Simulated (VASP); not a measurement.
# Ta3PbO (Pm-3m) in VASP: notebook

Ta3PbO is run at these levels: PBE; tasks: single point, relaxation of cell and atoms.

All numbers are computed with VASP 6.6.1; they aren't measurements. Logs are shortened: lines on timing, memory, paths and dates and some standing lists are left out, and cuts for length are marked.

## 1. The cell of the first run

It takes space group Pm-3m (No. 221, cubic). Conventional cell: a = 4.348 Å, b = 4.348 Å, c = 4.348 Å, α = 90.00°, β = 90.00°, γ = 90.00°. Within 2.9 Å of Ta (site symmetry 4/mmm) lie 2 O at 2.17 Å. Within 4.0 Å of Pb (site symmetry m-3m) lie 12 Ta at 3.07 Å and 8 O at 3.77 Å. O (site symmetry m-3m) has 6 Ta at 2.17 Å within 2.9 Å.

## 2. Single point, PBE

Input file INCAR:

```
PREC = Accurate ; ENCUT = 520
EDIFF = 1E-6 ; ISMEAR = 0
SIGMA = 0.1 ; LREAL = False
LASPH = True ; NELM = 80
ALGO = Normal ; ISIF = 2
LWAVE = False ; LCHARG = False
GGA = PE ; NBANDS = 34
```

Input file KPOINTS:

```
regular mesh
0
Gamma
  4 4 4
```

Input file POSCAR:

```
Ta3PbO
1.0
    4.3477136153      0.0000000000      0.0000000000
    0.0000000000      4.3477136153      0.0000000000
    0.0000000000      0.0000000000      4.3477136153
Ta Pb O
3 1 1
Direct
    0.5000000000      0.0000000000      0.0000000000
    0.0000000000      0.5000000000      0.0000000000
    0.0000000000      0.0000000000      0.5000000000
    0.5000000000      0.5000000000      0.5000000000
    0.0000000000      0.0000000000      0.0000000000
```

Potentials or basis: VASP PAW PBE potentials, release 64 (Ta_pv, Pb_d, O).

Command:

```
$ cat potpaw_PBE.64/Ta_pv/POTCAR potpaw_PBE.64/Pb_d/POTCAR potpaw_PBE.64/O/POTCAR > POTCAR
$ mpirun -np 1 vasp_std > vasp.out
```

OUTCAR:

```text
PREC = Accurate
   ENCUT = 520
   EDIFF = 1E-6
   ISMEAR = 0
   LREAL = False
   LASPH = True
   NELM = 80
   ISIF = 2
   GGA = PE

 ion  position               nearest neighbor table
   1  0.500  0.000  0.000-   5 2.17   5 2.17   4 3.07   2 3.07   3 3.07   4 3.07   2 3.07   4 3.07
                             4 3.07   2 3.07   3 3.07   3 3.07   3 3.07   2 3.07
   2  0.000  0.500  0.000-   5 2.17   5 2.17   4 3.07   1 3.07   3 3.07   4 3.07   1 3.07   3 3.07
                             3 3.07   3 3.07   1 3.07   4 3.07   4 3.07   1 3.07
   3  0.000  0.000  0.500-   5 2.17   5 2.17   4 3.07   1 3.07   1 3.07   2 3.07   2 3.07   2 3.07
                             4 3.07   2 3.07   1 3.07   4 3.07   1 3.07   4 3.07
   4  0.500  0.500  0.500-   1 3.07   2 3.07   3 3.07   1 3.07   2 3.07   1 3.07   3 3.07   1 3.07
                             2 3.07   3 3.07   2 3.07   3 3.07
   5  0.000  0.000  0.000-   1 2.17   2 2.17   3 2.17   3 2.17   2 2.17   1 2.17

  LATTYP: Found a simple cubic cell.
 ALAT       =     4.3477136153

  Lattice vectors:

 A1 = (   4.3477136153,   0.0000000000,   0.0000000000)
 A2 = (   0.0000000000,   4.3477136153,   0.0000000000)
 A3 = (   0.0000000000,   0.0000000000,   4.3477136153)

Analysis of symmetry for initial positions (statically):
=====================================================================
 Subroutine PRICEL returns:
 Original cell was already a primitive cell.

 Routine SETGRP: Setting up the symmetry group for a
 simple cubic supercell.

 Subroutine GETGRP returns: Found 48 space group operations
 (whereof 48 operations were pure point group operations)
 out of a pool of 48 trial point group operations.

The static configuration has the point symmetry O_h .

Analysis of symmetry for dynamics (positions and initial velocities):
=====================================================================
 Subroutine PRICEL returns:
 Original cell was already a primitive cell.

 Routine SETGRP: Setting up the symmetry group for a
 simple cubic supercell.

 Subroutine GETGRP returns: Found 48 space group operations
 (whereof 48 operations were pure point group operations)
 out of a pool of 48 trial point group operations.

The dynamic configuration has the point symmetry O_h .

 Subroutine INISYM returns: Found 48 space group operations
 (whereof 48 operations are pure point group operations),
 and found     1 'primitive' translations

----------------------------------------------------------------------------------------

                                     Primitive cell

  volume of cell :      82.1832

  direct lattice vectors                    reciprocal lattice vectors
     4.347713615  0.000000000  0.000000000     0.230005950  0.000000000  0.000000000
     0.000000000  4.347713615  0.000000000     0.000000000  0.230005950  0.000000000
     0.000000000  0.000000000  4.347713615     0.000000000  0.000000000  0.230005950

  length of vectors
     4.347713615  4.347713615  4.347713615     0.230005950  0.230005950  0.230005950

  position of ions in fractional coordinates (direct lattice)
     0.500000000  0.000000000  0.000000000
     0.000000000  0.500000000  0.000000000
     0.000000000  0.000000000  0.500000000
     0.500000000  0.500000000  0.500000000
     0.000000000  0.000000000  0.000000000

  ion indices of the primitive-cell ions
   primitive index   ion index
                 1           1
                 2           2
                 3           3
                 4           4
                 5           5

----------------------------------------------------------------------------------------

 KPOINTS: regular mesh

Automatic generation of k-mesh.
 Grid dimensions read from file:
 generate k-points for:    4    4    4

 Generating k-lattice:

  Cartesian coordinates                     Fractional coordinates (reciprocal lattice)
     0.057501487  0.000000000  0.000000000     0.250000000  0.000000000  0.000000000
     0.000000000  0.057501487  0.000000000     0.000000000  0.250000000  0.000000000
     0.000000000  0.000000000  0.057501487     0.000000000  0.000000000  0.250000000

  Length of vectors
     0.057501487  0.057501487  0.057501487

  Shift w.r.t. Gamma in fractional coordinates (k-lattice)
     0.000000000  0.000000000  0.000000000

 Subroutine IBZKPT returns following result:
 ===========================================

 Found     10 irreducible k-points:

 Following reciprocal coordinates:
            Coordinates               Weight
  0.000000  0.000000  0.000000      1.000000
  0.250000  0.000000  0.000000      6.000000
  0.500000  0.000000  0.000000      3.000000
  0.250000  0.250000  0.000000     12.000000
  0.500000  0.250000  0.000000     12.000000
  0.500000  0.500000  0.000000      3.000000
  0.250000  0.250000  0.250000      8.000000
  0.500000  0.250000  0.250000     12.000000
  0.500000  0.500000  0.250000      6.000000
  0.500000  0.500000  0.500000      1.000000
   k-points           NKPTS =     10   k-points in BZ     NKDIM =     10   number of bands    NBANDS=     34
   number of dos      NEDOS =    301   number of ions     NIONS =      5
   total plane-waves  NPLWV =  32768
   dimension x,y,z NGX =    32 NGY =   32 NGZ =   32
   dimension x,y,z NGXF=    64 NGYF=   64 NGZF=   64
   ions per type =               3   1   1
   NGX,Y,Z   is equivalent  to a cutoff of  12.24, 12.24, 12.24 a.u.
   NGXF,Y,Z  is equivalent  to a cutoff of  24.47, 24.47, 24.47 a.u.
 SYSTEM =  unknown system
   PREC   = accura    normal or accurate (medium, high low for compatibility)
   ISTART =      0    job   : 0-new  1-cont  2-samecut
   ICHARG =      2    charge: 1-file 2-atom 10-const
   ISPIN  =      1    spin polarized calculation?
   LNONCOLLINEAR =      F non collinear calculations
   LSORBIT =      F    spin-orbit coupling
   LASPH  =      T    aspherical Exc in radial PAW
   ENCUT  =  520.0 eV  38.22 Ry    6.18 a.u.   8.08  8.08  8.08*2*pi/ulx,y,z
   NELM   =     80;   NELMIN=  2; NELMDL= -5     # of ELM steps
   EDIFF  = 0.1E-05   stopping-criterion for ELM
   LREAL  =      F    real-space projection
   EDIFFG = 0.1E-04   stopping-criterion for IOM
   NSW    =      0    number of steps for IOM
   IBRION =     -1    ionic relax: 0-MD 1-quasi-New 2-CG
   NFREE  =      0    steps in history (QN), initial steepest desc. (CG)
   ISIF   =      2    stress and relaxation
   ISYM   =      2    0-nonsym 1-usesym 2-fastsym
   POTIM  = 0.5000    time-step for ionic-motion
   TEBEG  =    0.0;   TEEND  =   0.0 temperature during run
   PSTRESS=    0.0 pullay stress
   NELECT =      53.0000    total number of electrons
   NUPDOWN=      -1.0000    fix difference up-down
   EMIN   =  10.00;   EMAX   =-10.00  energy-range for DOS
   EFERMI =   0.00;   METHOD = LEGACY
   ISMEAR =     0;   SIGMA  =   0.10  broadening in eV -4-tet -1-fermi 0-gaus
   EFERMI_NEDOS =   21; number of points for ismear=-14 and -15
   IALGO  =     38    algorithm
   IMIX   =      4    mixing-type and parameters
     AMIX     =   0.40;   BMIX     =  1.00
     AMIX_MAG =   1.60;   BMIX_MAG =  1.00
  volume/ion in A,a.u.               =      16.44       110.92
  Fermi-wavevector in a.u.,A,eV,Ry     =   1.414401  2.672830 27.218862  2.000530
  Thomas-Fermi vector in A             =   2.535947
   LORBIT       =      0    0 simple, 1 ext, 2 COOP (PROOUT), +10 PAW based schemes
   GGA     = PE    functional components
   LHFCALC =     F    Hartree Fock is set to
   AEXX    =    0.0000 exact exchange contribution
   IVDW    =     0    specifies the selected vdW correction
   LEPSILON=     F    determine dielectric tensor
   LRPA    =     F    only Hartree local field effects (RPA)
 non-spin polarized calculation
 Gauss-broadening in eV      SIGMA  =   0.10
  energy-cutoff  :      520.00
  volume of cell :       82.18
 maximum number of plane-waves:      2272
   NGX = 17   NGY = 17   NGZ = 17

 number of electron      53.0000006 magnetization

 Free energy of the ion-electron system (eV)
  ---------------------------------------------------
  ext. energy  EPLUGINS =         0.00000000
  ---------------------------------------------------
  free energy    TOTEN  =       -45.17326186 eV

  energy without entropy =      -45.16587854  energy(sigma->0) =      -45.16957020

 E-fermi :   7.7728     XC(G=0): -12.4376

 val. band max:        7.6109420998   @ k =   0.0000   0.0000   0.0000
 cond. band min:       7.8771740544   @ k =   0.2500   0.2500   0.2500
 fundamental gap:      0.2662319545
 Fermi energy:         7.7727661935

 k-point     1 :       0.0000    0.0000    0.0000
  band No.  band energies     occupation
      1     -27.2648      2.00000
      2     -27.2648      2.00000
      3     -27.2648      2.00000
      4     -26.7980      2.00000
      5     -26.7980      2.00000
      6     -26.7980      2.00000
[... 26 lines left out ...]
     33      10.4631      0.00000
     34      11.1254      0.00000

 k-point     2 :       0.2500    0.0000    0.0000
  band No.  band energies     occupation
      1     -27.2276      2.00000
      2     -27.2276      2.00000
      3     -27.2175      2.00000
      4     -26.8144      2.00000
      5     -26.8144      2.00000
      6     -26.8029      2.00000
[... 26 lines left out ...]
     33      11.0546      0.00000
     34      11.1675      0.00000

 k-point     3 :       0.5000    0.0000    0.0000
  band No.  band energies     occupation
      1     -27.1824      2.00000
      2     -27.1824      2.00000
      3     -27.1378      2.00000
      4     -26.9046      2.00000
      5     -26.8445      2.00000
      6     -26.8445      2.00000
[... 26 lines left out ...]
     33      10.6209      0.00000
     34      10.6409      0.00000

 k-point     4 :       0.2500    0.2500    0.0000
  band No.  band energies     occupation
      1     -27.3326      2.00000
      2     -27.1877      2.00000
      3     -27.0659      2.00000
      4     -26.9360      2.00000
      5     -26.8217      2.00000
      6     -26.8105      2.00000
[... 26 lines left out ...]
     33      11.1396      0.00000
     34      11.5571      0.00000

 k-point     5 :       0.5000    0.2500    0.0000
  band No.  band energies     occupation
      1     -27.3657      2.00000
      2     -27.1374      2.00000
      3     -27.0151      2.00000
      4     -26.9596      2.00000
      5     -26.8546      2.00000
      6     -26.8449      2.00000
[... 26 lines left out ...]
     33      10.6372      0.00000
     34      11.1479      0.00000

 k-point     6 :       0.5000    0.5000    0.0000
  band No.  band energies     occupation
      1     -27.4541      2.00000
      2     -27.0780      2.00000
      3     -27.0752      2.00000
      4     -26.8539      2.00000
      5     -26.8539      2.00000
      6     -26.8453      2.00000
[... 26 lines left out ...]
     33      10.8241      0.00000
     34      12.0148      0.00000

 k-point     7 :       0.2500    0.2500    0.2500
  band No.  band energies     occupation
      1     -27.4608      2.00000
      2     -27.0455      2.00000
      3     -27.0455      2.00000
      4     -26.9499      2.00000
      5     -26.8991      2.00000
      6     -26.8991      2.00000
[... 26 lines left out ...]
     33      11.9001      0.00000
     34      11.9085      0.00000

 k-point     8 :       0.5000    0.2500    0.2500
  band No.  band energies     occupation
      1     -27.5314      2.00000
      2     -27.0231      2.00000
      3     -26.9974      2.00000
      4     -26.9823      2.00000
      5     -26.9772      2.00000
      6     -26.8300      2.00000
[... 26 lines left out ...]
     33      11.2858      0.00000
     34      11.6858      0.00000

 k-point     9 :       0.5000    0.5000    0.2500
  band No.  band energies     occupation
      1     -27.6329      2.00000
      2     -27.0759      2.00000
      3     -27.0084      2.00000
      4     -27.0084      2.00000
      5     -26.9058      2.00000
      6     -26.7972      2.00000
[... 26 lines left out ...]
     33      11.3359      0.00000
     34      12.1636      0.00000

 k-point    10 :       0.5000    0.5000    0.5000
  band No.  band energies     occupation
      1     -27.7513      2.00000
      2     -27.0739      2.00000
      3     -27.0739      2.00000
      4     -27.0739      2.00000
      5     -26.7968      2.00000
      6     -26.7968      2.00000
[... 26 lines left out ...]
     33      12.2666      0.00000
     34      12.2723      0.00000

------------------------ aborting loop because EDIFF is reached ----------------------------------------

  FORCE on cell =-STRESS in cart. coord.  units (eV):
  Direction    XX          YY          ZZ          XY          YZ          ZX
  --------------------------------------------------------------------------------------
  -------------------------------------------------------------------------------------
  Total        0.0313008      0.0313008      0.0313008      0.0000000      0.0000000      0.0000000
  in kB        0.6102146      0.6102146      0.6102146      0.0000000      0.0000000      0.0000000
  external PRESSURE =       0.6102146 kB  Pullay stress =       0.0000000 kB

 VOLUME and BASIS-vectors are now :
 -----------------------------------------------------------------------------
  energy-cutoff  :      520.00
  volume of cell :       82.18
      direct lattice vectors                 reciprocal lattice vectors
     4.347713615  0.000000000  0.000000000     0.230005950  0.000000000  0.000000000
     0.000000000  4.347713615  0.000000000     0.000000000  0.230005950  0.000000000
     0.000000000  0.000000000  4.347713615     0.000000000  0.000000000  0.230005950

 POSITION                                       TOTAL-FORCE (eV/Angst)
 -----------------------------------------------------------------------------------
      2.17386      0.00000      0.00000         0.000000      0.000000      0.000000
      0.00000      2.17386      0.00000         0.000000      0.000000      0.000000
      0.00000      0.00000      2.17386         0.000000      0.000000      0.000000
      2.17386      2.17386      2.17386         0.000000      0.000000      0.000000
      0.00000      0.00000      0.00000         0.000000      0.000000      0.000000
 -----------------------------------------------------------------------------------
    total drift:                                0.000000      0.000000     -0.000000

  FREE ENERGIE OF THE ION-ELECTRON SYSTEM (eV)
  ---------------------------------------------------
  free  energy   TOTEN  =       -45.1732618605 eV

  energy  without entropy=      -45.1658785418  energy(sigma->0) =      -45.16957020
```

It took 12 s on 1 thread of Intel Xeon 6975P-C (Granite Rapids), shared host; peak memory 0.19 GiB.

What came out:

```
Free energy : -45.1733 eV
Pressure    : 0.1 GPa
```

Levels at points of the mesh, in eV from the Fermi level:
| k point | band 24 | band 25 | band 26 | band 27 | band 28 | band 29 | band 30 | band 31 |
| --- | --- | --- | --- | --- | --- | --- | --- | --- |
| (0.00, 0.00, 0.00) | -2.84 | -0.16 | -0.16 | -0.16 | 1.13 | 1.56 | 1.56 | 1.56 |
| (0.50, 0.00, 0.00) | -1.03 | -0.27 | 0.64 | 1.11 | 1.11 | 1.21 | 1.21 | 1.24 |
| (0.50, 0.50, 0.00) | -0.71 | -0.58 | -0.58 | -0.29 | 0.77 | 1.12 | 1.97 | 2.12 |
| (0.50, 0.50, 0.50) | -1.58 | -1.58 | -0.35 | -0.35 | -0.35 | 2.38 | 2.38 | 2.50 |

Caveat: the k points lie up to 0.36 Å⁻¹ apart; spin-orbit coupling is left out, which moves the levels of the heavy elements; an odd number of electrons without spin polarisation forces a metal; a magnetic or distorted state may lie lower.

(Continued in part 2 of 2.)
